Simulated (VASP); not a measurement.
The system is BP.

```
B P
1.0
     0.00000    2.26832    2.26832
     2.26832    0.00000    2.26832
     2.26832    2.26832    0.00000
B P
1 1
Direct
  0.00000 0.00000 0.00000
  0.25000 0.25000 0.25000
```

Base run:

```yaml
Program: VASP 6.6.1
Functional: PBE
Potentials_or_basis: VASP PAW PBE potentials, release 64 (B, P)
Cutoff: 520 eV
k_mesh: 8 × 8 × 8
Occupations: gaussian, width 0.01 eV
Spin: no spin polarisation
```

Its results: band gap on the k mesh 1.27 eV, indirect (least direct gap 3.40 eV); pressure 1.1 GPa.

**Question.** The run is repeated on the same cell with these changes: functional from PBE to HSE06; k mesh from 8 × 8 × 8 to 6 × 6 × 6. What comes out?

**Answer.** Band gap on the k mesh 2.06 eV, indirect (least direct gap 4.34 eV); pressure -1.9 GPa.

Several settings changed at once, so the effect can't be laid on one alone.

Caveats: the PAW data sets were made with another functional, which shifts forces and pressure a little (some runs).

A k mesh can miss the band edges.
